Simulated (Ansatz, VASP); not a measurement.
## Ge: VASP beside Ansatz

```
Ge
1.0
     1.44931   -2.41421    0.00000
     1.44931    2.41421    0.00000
     0.00000    0.00000    5.30822
Ge
2
Direct
  0.50001 0.49999 0.25000
  0.49999 0.50001 0.75000
```

Alike in both runs: functional PBE; dispersion D3(BJ); k mesh 16 × 16 × 10; occupations gaussian, width 0.1 eV; no spin polarisation.

Ansatz relaxed the structure, and its values are those at the end. VASP's run is a single point on that final structure, the one shown.

|  | VASP | Ansatz |
| --- | --- | --- |
| version | VASP 6.6.1 | Ansatz 0.2.0 |
| potentials or method | VASP PAW PBE potentials, release 64 (Ge_d), cutoff 520 eV | scalar-relativistic, plane waves, PAW |
| valence electrons in the cell | 28 | 28 |

Ansatz gave:

```
gap on the k mesh at the Fermi level (eV) : none
pressure (GPa)                            : 0.0
```

Q: What did VASP give for the same quantities?

A: gap on the k mesh at the Fermi level (eV): none; pressure (GPa): -0.1.

A gap of «none» marks a metal or a gap that the smearing closes.
